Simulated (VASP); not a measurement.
# GaN: single point with r2SCAN

GaN:

```xyz
2
Lattice="0.0000 2.1296 2.1296 2.1296 0.0000 2.1296 2.1296 2.1296 0.0000" Properties=species:S:1:pos:R:3 pbc="T T T"
Ga    0.0000    0.0000    0.0000
N     2.1296    2.1296    2.1296
```

This cell differs from its parent crystal: strain +1.0%.

- Program: VASP 6.6.1
- Task: single point
- Functional: r2SCAN
- Potentials or basis: VASP PAW PBE potentials, release 64 (Ga_d, N)
- Cutoff: 520 eV
- k mesh: 10 × 10 × 10
- Occupations: gaussian, width 0.01 eV
- Spin: no spin polarisation
- Dipole correction: no
- Further INCAR settings: ALGO = Normal; EDIFF = 1e-06; NBANDS = 16

```json
{
 "Pressure": "-5.7 GPa",
 "Band gap on the k mesh": "0.98 eV, indirect (least direct gap 3.02 eV)"
}
```

Levels at points of the mesh, in eV from the valence-band top:
```
           k point  band 5  band 6  band 7  band 8  band 9  band 10  band 11  band 12  band 13  band 14
(0.00, 0.00, 0.00)  -14.31  -14.31   -0.47   -0.47   -0.47     2.54    15.34    15.34    15.34    16.60
(0.50, 0.00, 0.00)  -14.17  -14.17   -8.20   -0.15   -0.15     5.29     9.69     9.70    10.02    17.28
(0.50, 0.50, 0.00)  -14.12  -11.59   -7.02   -3.01   -3.01     0.98     8.49    12.83    15.37    15.37
```

It took 2.4 min on 1 thread of AMD EPYC 7R13 (shared host), peak memory 0.12 GiB.

Caveat: the cell differs from its parent crystal (strain +1.0%); the PAW data sets were made with another functional, which shifts forces and pressure a little. A k mesh can miss the band edges.
